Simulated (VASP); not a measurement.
# Ga (I4_1/amd) in VASP: a series of runs

Runs on Ga. Level: PBE. Tasks: relaxation of shape and atoms at fixed volume, single point.

All numbers are computed with VASP 6.6.1; they aren't measurements. Logs are shortened: lines on timing, memory, paths and dates and some standing lists are left out, and cuts for length are marked.

### 1 The cell of the first run

The structure is tetragonal, space group I4_1/amd (No. 141). The conventional cell has a = 4.426 Å, b = 4.426 Å, c = 2.327 Å, α = 90.00°, β = 90.00°, γ = 90.00°. Ga (site symmetry -4m2) has 10 Ga at 2.29 to 2.82 Å within 3.0 Å.

### 2 Relaxation of shape and atoms at fixed volume, PBE

INCAR

```
PREC = Accurate
ENCUT = 600
EDIFF = 1E-6
ISMEAR = -1
SIGMA = 0.08
LREAL = F
LASPH = T
NELM = 80
ALGO = Normal
ISIF = 4
LWAVE = F
LCHARG = F
GGA = PE
IBRION = 2
NSW = 50
EDIFFG = -0.005
```

KPOINTS

```
regular mesh
0
Gamma
  17 17 17
```

POSCAR

```
Ga
1.0
   -2.2130701433      2.2130701433      1.1632635350
    2.2130701433     -2.2130701433      1.1632635350
    2.2130701433      2.2130701433     -1.1632635350
Ga
2
Direct
   -0.3750000000     -0.1250000000     -0.2500000000
    0.3750000000      0.1250000000      0.2500000000
```

Potentials or basis: VASP PAW PBE potentials, release 64 (Ga_d).

Run with:

```
$ cat potpaw_PBE.64/Ga_d/POTCAR > POTCAR
$ mpirun -np 1 vasp_std > vasp.out
```

OUTCAR:

```text
PREC = Accurate
   ENCUT = 600
   EDIFF = 1E-6
   ISMEAR = -1
   LREAL = F
   LASPH = T
   NELM = 80
   ISIF = 4
   GGA = PE
   IBRION = 2
   NSW = 50
   EDIFFG = -0.005

 ion  position               nearest neighbor table
   1  0.625  0.875  0.750-   2 2.29   2 2.29   2 2.29   2 2.29   2 2.82   2 2.82   2 2.82   2 2.82

   2  0.375  0.125  0.250-   1 2.29   1 2.29   1 2.29   1 2.29   1 2.82   1 2.82   1 2.82   1 2.82

  LATTYP: Found a body centered tetragonal cell.
 ALAT       =     4.4261402866
 C/A-ratio  =     0.5256333779

  Lattice vectors:

 A1 = (  -2.2130701433,   2.2130701433,   1.1632635350)
 A2 = (   2.2130701433,  -2.2130701433,   1.1632635350)
 A3 = (   2.2130701433,   2.2130701433,  -1.1632635350)

Analysis of symmetry for initial positions (statically):
=====================================================================
 Subroutine PRICEL returns:
 Original cell was already a primitive cell.

 Routine SETGRP: Setting up the symmetry group for a
 body centered tetragonal supercell.

 Subroutine GETGRP returns: Found 16 space group operations
 (whereof  4 operations were pure point group operations)
 out of a pool of 16 trial point group operations.

The static configuration has the point symmetry C_2h.
 The point group associated with its full space group is D_4h.

Analysis of symmetry for dynamics (positions and initial velocities):
=====================================================================
 Subroutine PRICEL returns:
 Original cell was already a primitive cell.

 Routine SETGRP: Setting up the symmetry group for a
 body centered tetragonal supercell.

 Subroutine GETGRP returns: Found 16 space group operations
 (whereof  4 operations were pure point group operations)
 out of a pool of 16 trial point group operations.

The dynamic configuration has the point symmetry C_2h.
 The point group associated with its full space group is D_4h.

 Subroutine INISYM returns: Found 16 space group operations
 (whereof  4 operations are pure point group operations),
 and found     1 'primitive' translations

----------------------------------------------------------------------------------------

                                     Primitive cell

  volume of cell :      22.7892

  direct lattice vectors                    reciprocal lattice vectors
    -2.213070143  2.213070143  1.163263535     0.000000000  0.225930480  0.429825216
     2.213070143 -2.213070143  1.163263535     0.225930480  0.000000000  0.429825216
     2.213070143  2.213070143 -1.163263535     0.225930480  0.225930480  0.000000000

  length of vectors
     3.338943092  3.338943092  3.338943092     0.485586550  0.485586550  0.319513949

  position of ions in fractional coordinates (direct lattice)
     0.625000000  0.875000000  0.750000000
     0.375000000  0.125000000  0.250000000

  ion indices of the primitive-cell ions
   primitive index   ion index
                 1           1
                 2           2

----------------------------------------------------------------------------------------

 KPOINTS: regular mesh

Automatic generation of k-mesh.
 Grid dimensions read from file:
 generate k-points for:   17   17   17

 Generating k-lattice:

  Cartesian coordinates                     Fractional coordinates (reciprocal lattice)
     0.000000000  0.013290028  0.025283836     0.058823529  0.000000000  0.000000000
     0.013290028  0.000000000  0.025283836     0.000000000  0.058823529  0.000000000
     0.013290028  0.013290028  0.000000000     0.000000000  0.000000000  0.058823529

  Length of vectors
     0.028563915  0.028563915  0.018794938

  Shift w.r.t. Gamma in fractional coordinates (k-lattice)
     0.000000000  0.000000000  0.000000000

 Subroutine IBZKPT returns following result:
 ===========================================

 Found    405 irreducible k-points:

 Following reciprocal coordinates:
            Coordinates               Weight
  0.000000  0.000000  0.000000      1.000000
  0.058824 -0.000000  0.000000      8.000000
  0.117647 -0.000000  0.000000      8.000000
  0.176471 -0.000000  0.000000      8.000000
  0.235294 -0.000000  0.000000      8.000000
  0.294118 -0.000000  0.000000      8.000000
[... 16 lines left out ...]
 -0.176471  0.058824 -0.000000     16.000000
 -0.117647  0.058824 -0.000000     16.000000
 [... further k-points ...]
   k-points           NKPTS =    405   k-points in BZ     NKDIM =    405   number of bands    NBANDS=     17
   number of dos      NEDOS =    301   number of ions     NIONS =      2
   total plane-waves  NPLWV =  21952
   dimension x,y,z NGX =    28 NGY =   28 NGZ =   28
   dimension x,y,z NGXF=    56 NGYF=   56 NGZF=   56
   ions per type =               2
   NGX,Y,Z   is equivalent  to a cutoff of  13.94, 13.94, 13.94 a.u.
   NGXF,Y,Z  is equivalent  to a cutoff of  27.88, 27.88, 27.88 a.u.
 SYSTEM =  unknown system
   PREC   = accura    normal or accurate (medium, high low for compatibility)
   ISTART =      0    job   : 0-new  1-cont  2-samecut
   ICHARG =      2    charge: 1-file 2-atom 10-const
   ISPIN  =      1    spin polarized calculation?
   LNONCOLLINEAR =      F non collinear calculations
   LSORBIT =      F    spin-orbit coupling
   LASPH  =      T    aspherical Exc in radial PAW
   ENCUT  =  600.0 eV  44.10 Ry    6.64 a.u.   6.67  6.67  6.67*2*pi/ulx,y,z
   NELM   =     80;   NELMIN=  2; NELMDL= -5     # of ELM steps
   EDIFF  = 0.1E-05   stopping-criterion for ELM
   LREAL  =      F    real-space projection
   EDIFFG = -.5E-02   stopping-criterion for IOM
   NSW    =     50    number of steps for IOM
   IBRION =      2    ionic relax: 0-MD 1-quasi-New 2-CG
   NFREE  =      1    steps in history (QN), initial steepest desc. (CG)
   ISIF   =      4    stress and relaxation
   ISYM   =      2    0-nonsym 1-usesym 2-fastsym
   POTIM  = 0.5000    time-step for ionic-motion
   TEBEG  =    0.0;   TEEND  =   0.0 temperature during run
   PSTRESS=    0.0 pullay stress
   NELECT =      26.0000    total number of electrons
   NUPDOWN=      -1.0000    fix difference up-down
   EMIN   =  10.00;   EMAX   =-10.00  energy-range for DOS
   EFERMI =   0.00;   METHOD = LEGACY
   ISMEAR =    -1;   SIGMA  =   0.08  broadening in eV -4-tet -1-fermi 0-gaus
   EFERMI_NEDOS =   21; number of points for ismear=-14 and -15
   IALGO  =     38    algorithm
   IMIX   =      4    mixing-type and parameters
     AMIX     =   0.40;   BMIX     =  1.00
     AMIX_MAG =   1.60;   BMIX_MAG =  1.00
  volume/ion in A,a.u.               =      11.39        76.89
  Fermi-wavevector in a.u.,A,eV,Ry     =   1.710631  3.232625 39.814185  2.926260
  Thomas-Fermi vector in A             =   2.788895
   LORBIT       =      0    0 simple, 1 ext, 2 COOP (PROOUT), +10 PAW based schemes
   GGA     = PE    functional components
   LHFCALC =     F    Hartree Fock is set to
   AEXX    =    0.0000 exact exchange contribution
   IVDW    =     0    specifies the selected vdW correction
   LEPSILON=     F    determine dielectric tensor
   LRPA    =     F    only Hartree local field effects (RPA)
 conjugate gradient relaxation of ions
 non-spin polarized calculation
  energy-cutoff  :      600.00
  volume of cell :       22.79
 maximum number of plane-waves:       782
   NGX = 13   NGY = 13   NGZ = 13

--------------------------------------- Ionic step        1  -------------------------------------------

 number of electron      26.0000009 magnetization

 Free energy of the ion-electron system (eV)
  ---------------------------------------------------
  ext. energy  EPLUGINS =         0.00000000
  ---------------------------------------------------
  free energy    TOTEN  =        -2.61643918 eV

  energy without entropy =       -2.60192587  energy(sigma->0) =       -2.60918253

------------------------ aborting loop because EDIFF is reached ----------------------------------------

  FORCE on cell =-STRESS in cart. coord.  units (eV):
  Direction    XX          YY          ZZ          XY          YZ          ZX
  --------------------------------------------------------------------------------------
  -------------------------------------------------------------------------------------
  Total       14.5385606     14.5385606     14.2793809      0.0000000     -0.0000000      0.0000000
  in kB     1022.1238697   1022.1238697   1003.9024131      0.0000000     -0.0000000      0.0000000
  external PRESSURE =    1016.0500508 kB  Pullay stress =       0.0000000 kB
[... 57 lines left out ...]
  energy  without entropy=       -2.6024915444  energy(sigma->0) =       -2.60966102

--------------------------------------- Ionic step        3  -------------------------------------------

 number of electron      26.0000011 magnetization

 Free energy of the ion-electron system (eV)
  ---------------------------------------------------
  ext. energy  EPLUGINS =         0.00000000
  ---------------------------------------------------
  free energy    TOTEN  =        -2.61686257 eV

  energy without entropy =       -2.60247242  energy(sigma->0) =       -2.60966749

 E-fermi :  11.3023     XC(G=0): -13.7491

 val. band max:       11.2989025647   @ k =  -0.2941   0.2353   0.0000
 cond. band min:      11.3084999487   @ k =  -0.4118   0.4706   0.1765
 fundamental gap:      0.0095973839
 Fermi energy:        11.3023267703

 k-point     1 :       0.0000    0.0000    0.0000
  band No.  band energies     occupation
      1      -5.2937      2.00000
      2      -5.2343      2.00000
      3      -5.0906      2.00000
      4      -5.0678      2.00000
      5      -4.3439      2.00000
      6      -4.0887      2.00000
[... 9 lines left out ...]
     16      25.4156      0.00000
     17      25.4156      0.00000
[... 443 lines left out ...]
      1      -5.2718      2.00000
      2      -5.1894      2.00000
      3      -5.0482      2.00000
      4      -5.0386      2.00000
      5      -4.1888      2.00000
      6      -4.1374      2.00000
[... 9 lines left out ...]
     16      23.5609      0.00000
     17      25.0458      0.00000

 [... further k-points ...]
[... 5 lines left out ...]
  --------------------------------------------------------------------------------------
  -------------------------------------------------------------------------------------
  Total       14.4152492     14.4152492     14.4145694     -0.0000000      0.0000000      0.0000000
  in kB     1013.4545419   1013.4545419   1013.4067466     -0.0000000      0.0000000      0.0000000
  external PRESSURE =    1013.4386102 kB  Pullay stress =       0.0000000 kB
[... 17 lines left out ...]
  FREE ENERGIE OF THE ION-ELECTRON SYSTEM (eV)
  ---------------------------------------------------
  free  energy   TOTEN  =        -2.6168625653 eV

  energy  without entropy=       -2.6024724227  energy(sigma->0) =       -2.60966749

 reached required accuracy - stopping structural energy minimisation
```

Run time: 12 min. Hardware: 1 thread of AMD EPYC 7R13, shared host; peak memory 0.26 GiB.

Results:

- Free energy: -2.6169 eV
- Energy gained by relaxing: 0.2 meV/atom
- Ionic steps: 3
- Pressure after relaxing: 101.3 GPa
- Band gap on the k mesh: zero (band 13 reaches 15.31 eV, above the bottom of band 14 at 4.55 eV)

The path:
```
step  energy change (eV)  largest force (eV/Å)  pressure (GPa)  volume (Å³)
   1              0.0000                0.0000          101.61        22.79
   2             -0.0004                0.0000          101.33        22.79
   3             -0.0004                0.0000          101.34        22.79
```

Final structure:
```yaml
crystal:
  lattice:
    - [-2.21667, 2.21667, 1.15949]
    - [2.21667, -2.21667, 1.15949]
    - [2.21667, 2.21667, -1.15949]
  atoms:
    - { symbol: Ga, position: [0.62500, 0.87500, 0.75000] }
    - { symbol: Ga, position: [0.37500, 0.12500, 0.25000] }
```

Levels at points of the mesh, in eV from the Fermi level:
| k point | band 11 | band 12 | band 13 | band 14 | band 15 | band 16 |
| --- | --- | --- | --- | --- | --- | --- |
| (0.00, 0.00, 0.00) | -14.83 | -1.37 | -1.37 | 2.00 | 4.33 | 14.11 |

### 3 Single point, PBE (volume scaled by 0.68)

INCAR

```
  PREC = Accurate
  ENCUT = 520
  EDIFF = 1E-7
  ISMEAR = -1
  SIGMA = 0.08
  LREAL = False
  LASPH = True
  NELM = 100
  ALGO = Normal
  ISIF = 2
  LWAVE = False
  LCHARG = True
  GGA = PE
  LELF = True
  LVHAR = True
  NBANDS = 20
```

KPOINTS

```
Automatic mesh
0
Gamma
  17 17 17
```

POSCAR

```
Ga
1.0
   -2.3360186131      2.3360186131      1.2240433368
    2.3360186131     -2.3360186131      1.2240433368
    2.3360186131      2.3360186131     -1.2240433368
Ga
2
Direct
   -0.3750000000     -0.1250000000     -0.2500000000
    0.3750000000      0.1250000000      0.2500000000
```

Potentials or basis: VASP PAW PBE potentials, release 64 (Ga_d).

Run with:

```
$ cat potpaw_PBE.64/Ga_d/POTCAR > POTCAR
$ mpirun -np 1 vasp_std > vasp.out
```

OUTCAR:

```text
PREC = Accurate
   ENCUT = 520
   EDIFF = 1E-7
   ISMEAR = -1
   LREAL = False
   LASPH = True
   NELM = 100
   ISIF = 2
   GGA = PE

 ion  position               nearest neighbor table
   1  0.625  0.875  0.750-   2 2.41   2 2.41   2 2.41   2 2.41
   2  0.375  0.125  0.250-   1 2.41   1 2.41   1 2.41   1 2.41

  LATTYP: Found a body centered tetragonal cell.
 ALAT       =     4.6720372262
 C/A-ratio  =     0.5239869794

  Lattice vectors:

 A1 = (  -2.3360186131,   2.3360186131,   1.2240433368)
[... 189 lines left out ...]
      3      -6.6497      2.00000
      4      -6.6495      2.00000
      5      -5.9535      2.00000
      6      -5.9535      2.00000
[... 541 lines left out ...]
     19      23.9356      0.00000
     20      25.9740      0.00000

 [... further k-points ...]
[... 5 lines left out ...]
  --------------------------------------------------------------------------------------
  -------------------------------------------------------------------------------------
  Total        8.1806572      8.1806572      8.1872282      0.0000000     -0.0000000     -0.0000000
  in kB      490.5569046    490.5569046    490.9509396      0.0000000     -0.0000000     -0.0000000
  external PRESSURE =     490.6882496 kB  Pullay stress =       0.0000000 kB

 VOLUME and BASIS-vectors are now :
 -----------------------------------------------------------------------------
  energy-cutoff  :      520.00
  volume of cell :       26.72
      direct lattice vectors                 reciprocal lattice vectors
    -2.336018613  2.336018613  1.224043337     0.000000000  0.214039390  0.408482269
     2.336018613 -2.336018613  1.224043337     0.214039390  0.000000000  0.408482269
     2.336018613  2.336018613 -1.224043337     0.214039390  0.214039390  0.000000000

 POSITION                                       TOTAL-FORCE (eV/Angst)
 -----------------------------------------------------------------------------------
      2.33602      1.16801      0.91803         0.000000      0.000000     -0.000000
      0.00000      1.16801      0.30601        -0.000000     -0.000000      0.000000
 -----------------------------------------------------------------------------------
    total drift:                                0.000000      0.000000     -0.000000

  FREE ENERGIE OF THE ION-ELECTRON SYSTEM (eV)
  ---------------------------------------------------
  free  energy   TOTEN  =        -4.3871733767 eV

  energy  without entropy=       -4.3710804748  energy(sigma->0) =       -4.37912693
```

OSZICAR:

```text
N       E                     dE             d eps       ncg     rms          rms(c)
DAV:   1     0.124137467567E+03    0.12414E+03   -0.12841E+04 18148   0.269E+03
DAV:   2     0.512462511671E+01   -0.11901E+03   -0.11543E+03 16592   0.377E+02
DAV:   3    -0.435433585286E+01   -0.94790E+01   -0.94315E+01 18116   0.909E+01
DAV:   4    -0.447262622174E+01   -0.11829E+00   -0.11823E+00 18984   0.110E+01
DAV:   5    -0.447461869878E+01   -0.19925E-02   -0.19924E-02 18996   0.136E+00    0.214E+00
DAV:   6    -0.440560082888E+01    0.69018E-01   -0.12184E-01 22048   0.760E+00    0.104E+00
DAV:   7    -0.438931363528E+01    0.16287E-01   -0.24093E-02 23076   0.265E+00    0.257E-01
DAV:   8    -0.438716237272E+01    0.21513E-02   -0.35118E-03 19224   0.910E-01    0.235E-02
DAV:   9    -0.438717524162E+01   -0.12869E-04   -0.98585E-05 20468   0.104E-01    0.868E-03
DAV:  10    -0.438717375160E+01    0.14900E-05   -0.50983E-06 18864   0.275E-02    0.791E-04
DAV:  11    -0.438717340516E+01    0.34644E-06   -0.48039E-07 18940   0.118E-02    0.637E-04
DAV:  12    -0.438717337674E+01    0.28418E-07   -0.50360E-08 11440   0.420E-03
   1 F= -.43871734E+01 E0= -.43791269E+01  d E =-.160929E-01
```

It took 97 s on 1 thread of Intel Xeon 6975P-C (Granite Rapids), shared host; peak memory 0.29 GiB.

What came out:

```yaml
Free_energy: -4.3872 eV
Pressure: 49.1 GPa
Band_gap_on_the_k_mesh: zero (band 13 reaches 12.65 eV, above the bottom of band 14 at 2.88 eV)
```

Caveat: the cell differs from its parent crystal (volume scaled by 0.68).

### 4 Single point, PBE (volume scaled by 0.78)

INCAR

```
  ALGO = Normal
  EDIFF = 1E-7
  ENCUT = 520
  GGA = PE
  ISIF = 2
  ISMEAR = -1
  LASPH = T
  LCHARG = F
  LREAL = F
  LWAVE = F
  NBANDS = 20
  NELM = 100
  PREC = Accurate
  SIGMA = 0.08
```

KPOINTS

```
k-points
0
Gamma
  17 17 17
```

POSCAR

```
Ga
1.0
   -2.4427782745      2.4427782745      1.2840057960
    2.4427782745     -2.4427782745      1.2840057960
    2.4427782745      2.4427782745     -1.2840057960
Ga
2
Direct
   -0.3750000000     -0.1250000000     -0.2500000000
    0.3750000000      0.1250000000      0.2500000000
```

Run with:

```
$ cat potpaw_PBE.64/Ga_d/POTCAR > POTCAR
$ mpirun -np 1 vasp_std > vasp.out
```

Run time: 1.7 min. Hardware: 1 thread of Intel Xeon 6975P-C (Granite Rapids), shared host; peak memory 0.31 GiB.

Results (log left out):

| Quantity | Value |
| --- | --- |
| Free energy | -5.2306 eV |
| Pressure | 22.6 GPa |
| Band gap on the k mesh | zero (band 13 reaches 10.73 eV, above the bottom of band 14 at 2.12 eV) |

Stress tensor (GPa, compression positive):
```
22.62  0.00  0.00
 0.00 22.62  0.00
 0.00  0.00 22.50
```

Levels at points of the mesh, in eV from the Fermi level:
```
           k point  band 11  band 12  band 13  band 14  band 15  band 16
(0.00, 0.00, 0.00)   -12.64    -0.75    -0.75     0.18     4.39    11.54
```

Caveat: the cell differs from its parent crystal (volume scaled by 0.78).

### 5 Single point, PBE (volume scaled by 0.88)

INCAR

```
SYSTEM = Ga
PREC = Accurate ; ENCUT = 520
EDIFF = 1E-7 ; ISMEAR = -1
SIGMA = 0.08 ; LREAL = .False.
LASPH = .True. ; NELM = 80
ALGO = Normal ; ISIF = 2
LWAVE = .False. ; LCHARG = .False.
GGA = PE ; NBANDS = 20
```

KPOINTS

```
Automatic mesh
0
Gamma
  17 17 17
  0 0 0
```

POSCAR

```
Ga
1.0
   -2.5430022162      2.5430022162      1.3366868450
    2.5430022162     -2.5430022162      1.3366868450
    2.5430022162      2.5430022162     -1.3366868450
Ga
2
Direct
   -0.3750000000     -0.1250000000     -0.2500000000
    0.3750000000      0.1250000000      0.2500000000
```

Run with:

```
$ cat potpaw_PBE.64/Ga_d/POTCAR > POTCAR
$ mpirun -np 1 vasp_std > vasp.out
```

Wall time 2.3 min (1 thread of Intel Xeon 6975P-C (Granite Rapids), shared host); peak memory 0.34 GiB.

It converged, with:

```yaml
Free_energy: -5.5953 eV
Pressure: 8.6 GPa
Band_gap_on_the_k_mesh: zero (band 13 reaches 9.20 eV, above the bottom of band 14 at 1.53 eV)
```

Levels at points of the mesh, in eV from the Fermi level:
```tsv
k point	band 9	band 10	band 11	band 12	band 13	band 14	band 15	band 16	band 17	band 18
(0.00, 0.00, 0.00)	-14.65	-14.52	-11.65	-0.59	-0.59	-0.47	4.37	10.52	10.52	12.56
```

Caveat: the cell differs from its parent crystal (volume scaled by 0.88).

(Part 1 of 2 ends here.)
